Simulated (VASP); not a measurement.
Write the native input for VASP 6.6.1 that does the following.

```
Task                   : relaxation of the atoms
Functional             : PBE
Potentials or basis    : VASP PAW PBE potentials, release 64 (Ti_sv)
Cutoff                 : 450 eV
k mesh                 : 18 × 18 × 10
Occupations            : fermi-dirac, width 0.05 eV
Spin                   : no spin polarisation
Dipole correction      : no
Further INCAR settings : ALGO = Normal; EDIFF = 1e-07; IBRION = 2; EDIFFG = -0.02; NSW = 80
```

The structure of Ti lies in POSCAR:

```
Ti
1.0
    2.9499978604      0.0000000000      0.0000000000
   -1.4749989302      2.5547730882      0.0000000000
    0.0000000000      0.0000000000      4.7328600000
Ti
2
Direct
    0.3333333333      0.6666666667      0.2500000000
    0.6666666667      0.3333333333      0.7500000000
```

This cell differs from its parent crystal: z stretched by +1 %.

One way to write it, as run:

INCAR

```
SYSTEM = Ti
ALGO     = Normal         ! electronic algorithm
EDIFF    = 1E-7           ! SCF threshold, eV
EDIFFG   = -0.02          ! ionic threshold
ENCUT    = 450            ! plane-wave cutoff, eV
GGA      = PE             ! functional
GGA_COMPAT= .FALSE.      
IBRION   = 2              ! ionic algorithm
ISIF     = 2              ! what is computed and relaxed
ISMEAR   = -1             ! smearing method
LASPH    = .TRUE.         ! aspherical terms in the spheres
LCHARG   = .FALSE.        ! write CHGCAR
LREAL    = .FALSE.        ! projectors in reciprocal space
LWAVE    = .FALSE.        ! write WAVECAR
NELM     = 120            ! most SCF steps
NELMIN   = 4            
NSW      = 80             ! ionic steps
PREC     = Accurate       ! precision mode
SIGMA    = 0.05           ! smearing width, eV
```

KPOINTS

```
k-points
0
G
  18 18 10
  0 0 0
```

Potentials or basis: VASP PAW PBE potentials, release 64 (Ti_sv).

Run with:

```bash
$ cat potpaw_PBE.64/Ti_sv/POTCAR > POTCAR
$ mpirun -np 1 vasp_std > vasp.out
```

Results of the run:

- Pressure after relaxing: -3.3 GPa
- Band gap on the k mesh: zero (bands 12 and 13 overlap by 1.11 eV)

Caveat: the cell differs from its parent crystal (z stretched by +1 %); the relaxation stopped at its first step, so nothing moved.

It took 43 s on 1 thread of Intel(R) Xeon(R) 6975P-C (Granite Rapids) (shared host), peak memory 0.2 GiB.
